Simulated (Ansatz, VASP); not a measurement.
One calculation of WSe2, two programs

The input INCAR:

```
PREC = Accurate
ENCUT = 520
EDIFF = 1E-6
ISMEAR = 0
SIGMA = 0.05
LREAL = F
LASPH = T
NELM = 60
ALGO = Normal
ISIF = 2
LWAVE = F
LCHARG = F
GGA = PE
IVDW = 12
NBANDS = 20
```

The input KPOINTS:

```
regular mesh
0
Gamma
  9 9 4
```

Contents of POSCAR:

```
WSe2
1.0
    3.5303197317      0.0000000000      0.0000000000
   -1.7651598658      2.4894096239      0.0000000000
    0.0000000000      0.0000000000      7.3327815212
W Se
1 2
Direct
    0.0000000000      0.0000000000      0.0000000000
    0.3333333333      0.6666666667      0.2405528385
    0.3333333333      0.6666666667      0.7594471615
```

Input for Ansatz:

```yaml
crystal:
  lattice:
    - [3.5303197317, 0.0, 0.0]
    - [-1.7651598658, 2.4894096239, 0.0]
    - [0.0, 0.0, 7.3327815212]
  atoms:
    - { symbol: W, position: [0.0, 0.0, 0.0] }
    - { symbol: Se, position: [0.3333333333, 0.6666666667, 0.2405528385] }
    - { symbol: Se, position: [0.3333333333, 0.6666666667, 0.7594471615] }
basis:
  ecutwfc: 420
kpoints:
  mp_grid: { grid: [9, 9, 4] }
hamiltonian:
  xc: pbe
  pseudopotentials: { kind: paw, azcp: { folder: soft_1 } }
  dispersion: d3bj
scf:
  occupations: { method: gaussian, width: 0.05 }
output:
  forces: true
  stress: true
  eigenvalues: true
```

Change from the starting cell: strain +e along x and -e along y +0.1000, strain +e along z and -e/2 along x and y +0.0467.

Alike in both runs: task single point; functional PBE; dispersion D3(BJ); k mesh 9 × 9 × 4; occupations gaussian, width 0.05 eV; no spin polarisation.

```csv
,VASP,Ansatz
version,VASP 6.6.1,Ansatz 0.2.0
potentials or method,"VASP PAW PBE potentials, release 64 (W_sv, Se), cutoff 520 eV","scalar-relativistic, plane waves, PAW"
valence electrons in the cell,26,46
```

Ansatz gave:

* gap on the k mesh at the Fermi level (eV): 0.70
* least direct gap on the mesh (eV): 0.92
* pressure (GPa): 3.9
* traceless stress, the component that is largest in VASP (GPa): 20.13
* rms of the force components (eV/Å): 0.738

Problem. What did VASP give for the same quantities?

Solution. gap on the k mesh at the Fermi level (eV): 0.70; least direct gap on the mesh (eV): 0.92; pressure (GPa): 4.2; traceless stress, the component that is largest in VASP (GPa): 20.12; rms of the force components (eV/Å): 0.738.

Atom by atom the forces differ by 0.023 eV/Å (rms over components). VASP's potentials hold 26 valence electrons a cell and Ansatz's 46, so a difference there can come from the potentials and not from the codes.

Neither program's run includes spin-orbit coupling.
